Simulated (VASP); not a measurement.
# Sn8HO16 (a cell with a defect) in VASP: single point with PBE+D3(BJ)

Aim: the single point of Sn8HO16 (a cell with a defect) with PBE+D3(BJ).

Program: VASP 6.6.1. These are calculated values, not measurements. Logs are shortened: lines on timing, memory, paths and dates and some standing lists are left out, and cuts for length are marked.

## 1. The cell of the first run

The cell holds a defect, 25 atoms: a = 6.738 Å, b = 6.738 Å, c = 6.415 Å, α = 90.00°, β = 90.00°, γ = 90.00°.

## 2. Single point, PBE+D3(BJ)

The input, INCAR:

```
SYSTEM = Sn8HO16
ALGO = Normal
EDIFF = 1E-6
ENCUT = 520
GGA = PE
ISIF = 2
ISMEAR = -1
IVDW = 12
LASPH = .True.
LCHARG = .False.
LREAL = Auto
LWAVE = .False.
NBANDS = 122
NELECT = 208.0
NELM = 80
PREC = Accurate
SIGMA = 0.05
```

The input, KPOINTS:

```
k-points
0
Gamma
  2 2 2
  0 0 0
```

The input, POSCAR:

```
Sn8HO16
1.0
   -4.7648180000     -4.7648180000      0.0000000000
    4.7648180000     -4.7648180000      0.0000000000
    0.0000000000      0.0000000000      6.4150000000
Sn O H
8 16 1
Direct
    0.0114845940      0.5213344980      0.2474434918
    0.5035245837      0.5016970218     -0.0050598597
    0.0000420793      0.4935667008      0.7465535464
    0.5047387959      0.4982827256      0.4964760717
    0.4892510060     -0.0049305136      0.2453300078
   -0.0053823672     -0.0114115586     -0.0160883866
    0.4940951575      0.0015766604      0.7450542479
   -0.0087016965     -0.0023006125      0.5004835542
   -0.0420406404      0.2044791637      0.2357147311
    0.0024262207      0.8193017026      0.2456417771
    0.1964424454      0.4974841641     -0.0031228371
    0.8104219301      0.5043537864      0.0009939205
   -0.0083948642      0.1905105295      0.7455901793
   -0.0014077138      0.7982459141      0.7401247077
    0.1972576917      0.4892155377      0.4956526890
    0.8110999203      0.5021861276      0.4921547935
    0.4919859478      0.6921155226      0.2470938426
    0.5179432877      0.3022345240      0.2438127825
    0.6896549879     -0.0028056685     -0.0030866719
    0.2969426114      0.0067768591     -0.0041661730
    0.4986311125      0.6960728615      0.7446143414
    0.5048497130      0.3063785437      0.7469739673
    0.6879196645     -0.0009784214      0.4934629774
    0.2950918587      0.0113290791      0.4932277475
    0.8127812017      0.2281666372      0.2155666407
```

Potentials or basis: VASP PAW PBE potentials, release 64 (Sn_d, O, H).

Run with:

```
cat potpaw_PBE.64/Sn_d/POTCAR potpaw_PBE.64/O/POTCAR potpaw_PBE.64/H/POTCAR > POTCAR
mpirun -np 1 vasp_std > vasp.out
```

OUTCAR:

```text
SYSTEM = Sn8HO16
   EDIFF = 1E-6
   ENCUT = 520
   GGA = PE
   ISIF = 2
   ISMEAR = -1
   IVDW = 12
   LASPH = .True.
   LREAL = Auto
   NELECT = 208.0
   NELM = 80
   PREC = Accurate
 IVDW          = 12

 ion  position               nearest neighbor table
   1  0.011  0.521  0.247-  10 2.01  15 2.04  11 2.04  16 2.07  12 2.09   9 2.17   3 3.21   3 3.22
                             6 3.58   8 3.60   4 3.69   2 3.69
   2  0.504  0.502  0.995-  22 2.06  17 2.07  12 2.07  11 2.07  21 2.07  18 2.09   4 3.20   4 3.22
                             1 3.69   5 3.69   3 3.71   7 3.73   7 3.73   3 3.75
   3  0.000  0.494  0.747-  13 2.04  14 2.05  16 2.07  12 2.07  11 2.08  15 2.09   1 3.21   1 3.22
                             6 3.67   8 3.70   4 3.70   2 3.71   6 3.73   8 3.75   2 3.75
   4  0.505  0.498  0.496-  22 2.06  16 2.06  17 2.07  15 2.07  21 2.08  18 2.09   2 3.20   2 3.22
                             1 3.69   3 3.70   7 3.71   5 3.72   7 3.75   5 3.76
   5  0.489  0.995  0.245-  17 2.04  20 2.06  24 2.06  18 2.08  23 2.08  19 2.09   7 3.21   7 3.21
                             2 3.69   4 3.72   6 3.73   8 3.73   4 3.76   8 3.76
   6  0.995  0.989  0.984-  14 2.02  10 2.03  20 2.04  13 2.05  19 2.06   9 2.19   8 3.10   8 3.31
                             1 3.58   3 3.67   7 3.70   7 3.71   3 3.73   5 3.73
   7  0.494  0.002  0.745-  22 2.06  21 2.06  23 2.08  19 2.09  20 2.09  24 2.10   5 3.21   5 3.21
                             6 3.70   8 3.70   6 3.71   4 3.71   2 3.73   2 3.73   8 3.73   4 3.75
   8  0.991  0.998  0.500-  10 2.03  13 2.04  14 2.04  23 2.04  24 2.05   9 2.21   6 3.10   6 3.31
                             1 3.60   3 3.70   7 3.70   5 3.73   7 3.73   3 3.75   5 3.76
   9  0.958  0.204  0.236-  25 1.00   1 2.17   6 2.19   8 2.21
  10  0.002  0.819  0.246-   1 2.01   6 2.03   8 2.03
  11  0.196  0.497  0.997-   1 2.04   2 2.07   3 2.08
  12  0.810  0.504  0.001-   2 2.07   3 2.07   1 2.09
  13  0.992  0.191  0.746-   8 2.04   3 2.04   6 2.05
  14  0.999  0.798  0.740-   6 2.02   8 2.04   3 2.05
  15  0.197  0.489  0.496-   1 2.04   4 2.07   3 2.09
  16  0.811  0.502  0.492-   4 2.06   3 2.07   1 2.07
  17  0.492  0.692  0.247-   5 2.04   2 2.07   4 2.07
  18  0.518  0.302  0.244-   5 2.08   2 2.09   4 2.09
  19  0.690  0.997  0.997-   6 2.06   7 2.09   5 2.09
  20  0.297  0.007  0.996-   6 2.04   5 2.06   7 2.09
  21  0.499  0.696  0.745-   7 2.06   2 2.07   4 2.08
  22  0.505  0.306  0.747-   7 2.06   4 2.06   2 2.06
  23  0.688  0.999  0.493-   8 2.04   7 2.08   5 2.08
  24  0.295  0.011  0.493-   8 2.05   5 2.06   7 2.10
  25  0.813  0.228  0.216-   9 1.00

  LATTYP: Found a simple tetragonal cell.
 ALAT       =     6.7384702378
 C/A-ratio  =     0.9519964879

  Lattice vectors:

 A1 = (  -4.7648180000,  -4.7648180000,   0.0000000000)
 A2 = (   4.7648180000,  -4.7648180000,   0.0000000000)
 A3 = (   0.0000000000,   0.0000000000,   6.4150000000)

Analysis of symmetry for initial positions (statically):
=====================================================================
 Subroutine PRICEL returns:
 Original cell was already a primitive cell.

 Routine SETGRP: Setting up the symmetry group for a
 simple tetragonal supercell.

 Subroutine GETGRP returns: Found  1 space group operations
 (whereof  1 operations were pure point group operations)
 out of a pool of 16 trial point group operations.

The static configuration has the point symmetry C_1 .

Analysis of symmetry for dynamics (positions and initial velocities):
=====================================================================
 Subroutine PRICEL returns:
 Original cell was already a primitive cell.

 Routine SETGRP: Setting up the symmetry group for a
 simple tetragonal supercell.

 Subroutine GETGRP returns: Found  1 space group operations
 (whereof  1 operations were pure point group operations)
 out of a pool of 16 trial point group operations.

The dynamic configuration has the point symmetry C_1 .

 Subroutine INISYM returns: Found  1 space group operations
 (whereof  1 operations are pure point group operations),
 and found     1 'primitive' translations

----------------------------------------------------------------------------------------

                                     Primitive cell

  volume of cell :     291.2858

  direct lattice vectors                    reciprocal lattice vectors
    -4.764818000 -4.764818000  0.000000000    -0.104935802 -0.104935802  0.000000000
     4.764818000 -4.764818000  0.000000000     0.104935802 -0.104935802  0.000000000
     0.000000000  0.000000000  6.415000000     0.000000000  0.000000000  0.155884645

  length of vectors
     6.738470238  6.738470238  6.415000000     0.148401635  0.148401635  0.155884645

  position of ions in fractional coordinates (direct lattice)
     0.011484594  0.521334498  0.247443492
     0.503524584  0.501697022  0.994940140
     0.000042079  0.493566701  0.746553546
     0.504738796  0.498282726  0.496476072
     0.489251006  0.995069486  0.245330008
     0.994617633  0.988588441  0.983911613
[... 17 lines left out ...]
     0.295091859  0.011329079  0.493227748
     0.812781202  0.228166637  0.215566641

  ion indices of the primitive-cell ions
   primitive index   ion index
                 1           1
                 2           2
                 3           3
                 4           4
                 5           5
                 6           6
[... 17 lines left out ...]
                24          24
                25          25

----------------------------------------------------------------------------------------

 KPOINTS: k-points

Automatic generation of k-mesh.
 Grid dimensions read from file:
 generate k-points for:    2    2    2

 Generating k-lattice:

  Cartesian coordinates                     Fractional coordinates (reciprocal lattice)
    -0.052467901 -0.052467901  0.000000000     0.500000000  0.000000000  0.000000000
     0.052467901 -0.052467901  0.000000000     0.000000000  0.500000000  0.000000000
     0.000000000  0.000000000  0.077942323     0.000000000  0.000000000  0.500000000

  Length of vectors
     0.074200817  0.074200817  0.077942323

  Shift w.r.t. Gamma in fractional coordinates (k-lattice)
     0.000000000  0.000000000  0.000000000

 Subroutine IBZKPT returns following result:
 ===========================================

 Found      8 irreducible k-points:

 Following reciprocal coordinates:
            Coordinates               Weight
  0.000000  0.000000  0.000000      1.000000
  0.500000  0.000000  0.000000      1.000000
  0.000000  0.500000  0.000000      1.000000
  0.500000  0.500000  0.000000      1.000000
  0.000000  0.000000  0.500000      1.000000
  0.500000  0.000000  0.500000      1.000000
  0.000000  0.500000  0.500000      1.000000
  0.500000  0.500000  0.500000      1.000000
   k-points           NKPTS =      8   k-points in BZ     NKDIM =      8   number of bands    NBANDS=    122
   number of dos      NEDOS =    301   number of ions     NIONS =     25
   total plane-waves  NPLWV = 120000
   dimension x,y,z NGX =    50 NGY =   50 NGZ =   48
   dimension x,y,z NGXF=   100 NGYF=  100 NGZF=   96
   ions per type =               8  16   1
   NGX,Y,Z   is equivalent  to a cutoff of  12.34, 12.34, 12.44 a.u.
   NGXF,Y,Z  is equivalent  to a cutoff of  24.67, 24.67, 24.88 a.u.
 SYSTEM =  Sn8HO16
   PREC   = accura    normal or accurate (medium, high low for compatibility)
   ISTART =      0    job   : 0-new  1-cont  2-samecut
   ICHARG =      2    charge: 1-file 2-atom 10-const
   ISPIN  =      1    spin polarized calculation?
   LNONCOLLINEAR =      F non collinear calculations
   LSORBIT =      F    spin-orbit coupling
   LASPH  =      T    aspherical Exc in radial PAW
   ENCUT  =  520.0 eV  38.22 Ry    6.18 a.u.  12.53 12.53 11.93*2*pi/ulx,y,z
   NELM   =     80;   NELMIN=  2; NELMDL= -5     # of ELM steps
   EDIFF  = 0.1E-05   stopping-criterion for ELM
   LREAL  =      T    real-space projection
   EDIFFG = 0.1E-04   stopping-criterion for IOM
   NSW    =      0    number of steps for IOM
   IBRION =     -1    ionic relax: 0-MD 1-quasi-New 2-CG
   NFREE  =      0    steps in history (QN), initial steepest desc. (CG)
   ISIF   =      2    stress and relaxation
   ISYM   =      2    0-nonsym 1-usesym 2-fastsym
   POTIM  = 0.5000    time-step for ionic-motion
   TEBEG  =    0.0;   TEEND  =   0.0 temperature during run
   PSTRESS=    0.0 pullay stress
   NELECT =     208.0000    total number of electrons
   NUPDOWN=      -1.0000    fix difference up-down
   EMIN   =  10.00;   EMAX   =-10.00  energy-range for DOS
   EFERMI =   0.00;   METHOD = LEGACY
   ISMEAR =    -1;   SIGMA  =   0.05  broadening in eV -4-tet -1-fermi 0-gaus
   EFERMI_NEDOS =   21; number of points for ismear=-14 and -15
   IALGO  =     38    algorithm
   IMIX   =      4    mixing-type and parameters
     AMIX     =   0.40;   BMIX     =  1.00
     AMIX_MAG =   1.60;   BMIX_MAG =  1.00
  volume/ion in A,a.u.               =      11.65        78.63
  Fermi-wavevector in a.u.,A,eV,Ry     =   1.463265  2.765169 29.132020  2.141143
  Thomas-Fermi vector in A             =   2.579380
   LORBIT       =      0    0 simple, 1 ext, 2 COOP (PROOUT), +10 PAW based schemes
   GGA     = PE    functional components
   LHFCALC =     F    Hartree Fock is set to
   AEXX    =    0.0000 exact exchange contribution
   IVDW    =    12    specifies the selected vdW correction
   LEPSILON=     F    determine dielectric tensor
   LRPA    =     F    only Hartree local field effects (RPA)
 non-spin polarized calculation
  energy-cutoff  :      520.00
  volume of cell :      291.29
 maximum number of plane-waves:      7860
   NGX = 25   NGY = 25   NGZ = 23

 number of electron     207.9999999 magnetization

 Free energy of the ion-electron system (eV)
  ---------------------------------------------------
  ext. energy  EPLUGINS =         0.00000000
  ---------------------------------------------------
  free energy    TOTEN  =      -159.90786075 eV

  energy without entropy =     -159.90785447  energy(sigma->0) =     -159.90785761

 E-fermi :   6.4769     XC(G=0): -11.1620

 val. band max:        5.9386759156   @ k =   0.0000   0.0000   0.0000
 cond. band min:       7.0147160862   @ k =   0.0000   0.0000   0.0000
 fundamental gap:      1.0760401706
 Fermi energy:         6.4768882718

 k-point     1 :       0.0000    0.0000    0.0000
  band No.  band energies     occupation
      1     -15.2296      2.00000
      2     -15.1649      2.00000
      3     -14.7939      2.00000
      4     -14.7689      2.00000
      5     -14.7476      2.00000
      6     -14.6600      2.00000
[... 108 lines left out ...]
    115      13.3206      0.00000
    116      13.3536      0.00000

 k-point     2 :       0.5000    0.0000    0.0000
  band No.  band energies     occupation
      1     -15.2106      2.00000
      2     -15.1622      2.00000
      3     -14.9296      2.00000
      4     -14.9063      2.00000
      5     -14.7382      2.00000
      6     -14.6487      2.00000
[... 706 lines left out ...]
 k-point     8 :       0.5000    0.5000    0.5000
  band No.  band energies     occupation
      1     -15.1321      2.00000
      2     -14.9399      2.00000
      3     -14.8321      2.00000
      4     -14.8176      2.00000
      5     -14.6912      2.00000
      6     -14.5791      2.00000
[... 108 lines left out ...]
    115      14.4954      0.00000
    116      14.5688      0.00000
 [bands above 116 left out]

------------------------ aborting loop because EDIFF is reached ----------------------------------------

 Edisp (eV)   -5.40245

 E8    (eV) :    -2.1570

  FORCE on cell =-STRESS in cart. coord.  units (eV):
  Direction    XX          YY          ZZ          XY          YZ          ZX
  --------------------------------------------------------------------------------------
  -------------------------------------------------------------------------------------
  Total      -4.79822    -1.80288     0.14282    -4.09112     0.04042     0.43387
  in kB     -26.39193    -9.91647     0.78555   -22.50265     0.22234     2.38642
  external pressure =      -11.84 kB  Pullay stress =        0.00 kB

 VOLUME and BASIS-vectors are now :
 -----------------------------------------------------------------------------
  energy-cutoff  :      520.00
  volume of cell :      291.29
      direct lattice vectors                 reciprocal lattice vectors
    -4.764818000 -4.764818000  0.000000000    -0.104935802 -0.104935802  0.000000000
     4.764818000 -4.764818000  0.000000000     0.104935802 -0.104935802  0.000000000
     0.000000000  0.000000000  6.415000000     0.000000000  0.000000000  0.155884645

 POSITION                                       TOTAL-FORCE (eV/Angst)
 -----------------------------------------------------------------------------------
      2.42934     -2.53879      1.58735         0.010150      0.019673     -0.033489
     -0.00871     -4.78970      6.38254        -0.003863     -0.015765     -0.018841
      2.35155     -2.35196      4.78914        -0.010973     -0.022273     -0.013101
     -0.03076     -4.77922      3.18489         0.005900     -0.007015     -0.009421
      2.41013     -7.07252      1.57379         0.003596      0.014131     -0.014370
     -0.02873     -9.44962      6.31179         0.005829     -0.014976      0.021698
[... 17 lines left out ...]
     -1.35208     -1.46004      3.16406         0.038207     -0.033940     -0.002986
     -2.78558     -4.95993      1.38286         0.044677      0.190497      0.228345
 -----------------------------------------------------------------------------------
    total drift:                                0.010679     -0.000885     -0.010963

  FREE ENERGIE OF THE ION-ELECTRON SYSTEM (eV)
  ---------------------------------------------------
  free  energy   TOTEN  =      -165.3103077914 eV

  energy  without entropy=     -165.3103015132  energy(sigma->0) =     -165.31030465
```

Wall time 9.9 min (1 thread of Intel Xeon Platinum 8259CL at 2.50GHz (Skylake/Cascade Lake), shared host); peak memory 0.44 GiB.

What came out:

* Free energy: -165.3103 eV
* Largest force: 0.301 eV/Å
* Dispersion energy per atom: -0.216 eV

Forces in eV/Å, atoms in the order of the input:
```
Sn   0.010  0.020 -0.033
Sn  -0.004 -0.016 -0.019
Sn  -0.011 -0.022 -0.013
Sn   0.006 -0.007 -0.009
Sn   0.004  0.014 -0.014
Sn   0.006 -0.015  0.022
Sn   0.008  0.009 -0.013
Sn  -0.006 -0.012 -0.005
O    0.006  0.023  0.053
O   -0.029 -0.039 -0.007
O   -0.076  0.021 -0.010
O    0.078 -0.065 -0.036
O    0.050 -0.003 -0.006
O   -0.067 -0.014  0.005
O   -0.041  0.022 -0.042
O    0.045 -0.012 -0.020
O    0.027  0.021 -0.015
O   -0.108 -0.072 -0.013
O   -0.025  0.011  0.005
O    0.054 -0.028 -0.005
O    0.058  0.021 -0.015
O   -0.030 -0.017 -0.019
O   -0.037  0.004 -0.016
O    0.038 -0.034 -0.003
H    0.045  0.190  0.228
```

Caveat: the k points lie up to 0.49 Å⁻¹ apart; the cell carries a net charge on a neutralising background, which shifts energy and pressure; the cell is charged against a uniform background, so pressure and absolute levels hang on convention; spin-orbit coupling is left out, which moves the levels of the heavy elements.
